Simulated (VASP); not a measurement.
Here is a VASP 6.6.1 calculation.

The input INCAR:

```
PREC = Accurate
ENCUT = 520
EDIFF = 1E-6
ISMEAR = 1
SIGMA = 0.05
LREAL = False
LASPH = True
NELM = 100
ALGO = Normal
ISIF = 2
LWAVE = False
LCHARG = False
GGA = PS
NBANDS = 12
```

File KPOINTS:

```
regular mesh
0
Gamma
  5 5 5
```

File POSCAR:

```
In
1.0
   -1.8825250000      1.8825250000      1.8825250000
    1.8825250000     -1.8825250000      1.8825250000
    1.8825250000      1.8825250000     -1.8825250000
In
1
Direct
    0.0000000000      0.0000000000      0.0000000000
```

Potentials or basis: VASP PAW PBE potentials, release 64 (In_d).

Run with:

```console
$ cat potpaw_PBE.64/In_d/POTCAR > POTCAR
$ mpirun -np 1 vasp_std > vasp.out
```

Q: Predict the pressure.

A: -1.8 GPa.

Caveat: the k points lie up to 0.47 Å⁻¹ apart; the PAW data sets were made with another functional, which shifts forces and pressure a little.
